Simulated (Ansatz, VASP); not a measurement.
# One calculation of Se, two programs

The input INCAR:

```
SYSTEM = Se
ALGO = Normal ; EDIFF = 1E-6
ENCUT = 520 ; GGA = PE
ISIF = 2 ; ISMEAR = 0
LASPH = .True. ; LCHARG = .True.
LELF = .True. ; LREAL = .False.
LVHAR = .True. ; LWAVE = .False.
NBANDS = 13 ; NELM = 100
PREC = Accurate ; SIGMA = 0.15
```

The input KPOINTS:

```
k-points
0
Gamma
  18 18 10
  0 0 0
```

POSCAR

```
Se
1.0
    1.3663840414     -4.1197828203      0.0000000000
    1.3663840414      4.1197828203      0.0000000000
    0.0000000000      0.0000000000      4.6134314000
Se
2
Direct
    0.9356553200      0.0643446800      0.2500000000
    0.0643446800      0.9356553200      0.7500000000
```

Input for Ansatz:

```yaml
crystal:
  lattice:
    - [1.3663840414, -4.1197828203, 0.0]
    - [1.3663840414, 4.1197828203, 0.0]
    - [0.0, 0.0, 4.6134314]
  atoms:
    - { symbol: Se, position: [0.93565532, 0.06434468, 0.25] }
    - { symbol: Se, position: [0.06434468, 0.93565532, 0.75] }
basis:
  ecutwfc: 420
kpoints:
  mp_grid: { grid: [18, 18, 10] }
hamiltonian:
  xc: pbe
scf:
  occupations: { method: gaussian, width: 0.15 }
output:
  forces: true
  stress: true
  eigenvalues: true
```

Change from the starting cell: strain -0.0200 x Voigt [1, -1, 0, 0, 0, 0], atoms carried along.

Alike in both runs: task single point; functional PBE; k mesh 18 × 18 × 10; occupations gaussian, width 0.15 eV; no spin polarisation.

|  | VASP | Ansatz |
| --- | --- | --- |
| version | VASP 6.6.1 | Ansatz 0.2.0 |
| potentials or method | VASP PAW PBE potentials, release 64 (Se), cutoff 520 eV | scalar-relativistic, plane waves, PAW |
| valence electrons in the cell | 12 | 32 |

|  | VASP | Ansatz | Ansatz less VASP |
| --- | --- | --- | --- |
| gap on the k mesh at the Fermi level (eV) | none | none | - |
| pressure (GPa) | 2.7 | 2.6 | -0.06 |
| traceless stress, the component that is largest in VASP (GPa) | -2.54 | -2.51 | +0.031 |
| rms of the force components (eV/Å) | 0.091 | 0.094 | +0.0029 |

Atom by atom the forces differ by 0.003 eV/Å (rms over components). A gap of «none» marks a metal or a gap that the smearing closes. VASP's potentials hold 12 valence electrons a cell and Ansatz's 32, so a difference there can come from the potentials and not from the codes.
